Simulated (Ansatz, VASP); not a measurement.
## Two plane-wave programs on Al

The input INCAR:

```
SYSTEM = Al
PREC = Accurate ; ENCUT = 600
EDIFF = 1E-7 ; ISMEAR = -1
SIGMA = 0.05 ; LREAL = .False.
LASPH = .True. ; NELM = 100
ALGO = Fast ; ISIF = 3
LWAVE = .False. ; LCHARG = .False.
GGA = RP ; IVDW = 13
IBRION = 2 ; NSW = 60
EDIFFG = -0.01
```

KPOINTS

```
Automatic mesh
0
Gamma
  11 11 11
  0 0 0
```

POSCAR

```
Al
1.0
   -0.0204552100      1.9706540500      2.0438328400
    2.0026569100      0.0099662700      2.0134113600
    2.0592944800      1.9968701300     -0.0466712900
Al
1
Direct
    0.0000000000      0.0000000000      0.0000000000
```

input.yaml

```yaml
crystal:
  lattice:
    - [-0.02045521, 1.97065405, 2.04383284]
    - [2.00265691, 0.00996627, 2.01341136]
    - [2.05929448, 1.99687013, -0.04667129]
  atoms:
    - { symbol: Al, position: [0.0, 0.0, 0.0] }
hamiltonian:
  xc: rpbe
  pseudopotentials: { kind: paw }
  dispersion: d4
kpoints:
  mp_grid: { grid: [11, 11, 11] }
scf:
  occupations: { method: fermi_dirac, width: 0.05 }
output:
  forces: true
  stress: true
  eigenvalues: true
  write_density: true
  write_potential: true
  elf: true
  volumetric_format: npy
relax:
  f_tol: 0.01
  max_steps: 40
  cell: { stress_tol: 0.05 }
```

Change from the starting cell: cell sheared at random, sigma 0.03, atoms nudged by 0.01 Å.

Alike in both runs: task relaxation of cell and atoms; functional RPBE; dispersion D4; k mesh 11 × 11 × 11; occupations fermi-dirac, width 0.05 eV; no spin polarisation.

|  | VASP | Ansatz |
| --- | --- | --- |
| version | VASP 6.6.1 | Ansatz 0.2.0 |
| potentials or method | VASP PAW PBE potentials, release 64 (Al) | Ansatz PAW |
| plane-wave cutoff (eV) | 600 | 420 |
| valence electrons in the cell | 3 | 3 |

VASP gave:

```
gap on the k mesh at the Fermi level, each at its own relaxed structure (eV)  : none
relaxed volume (Å³/atom)                                                      : 15.57
relaxed length of the cell vector where the two differ most in proportion (Å) : 2.807
```

Q: Which values does Ansatz return?

A: gap on the k mesh at the Fermi level, each at its own relaxed structure (eV): none; relaxed volume (Å³/atom): 15.60; relaxed length of the cell vector where the two differ most in proportion (Å): 2.795.

VASP's potentials were made for PBE, not for RPBE. A gap of «none» marks a metal or a gap that the smearing closes.

Noted on Ansatz's run: the plane-wave basis is chosen anew once the cell has moved, so the energies of steps on either side of that aren't comparable.
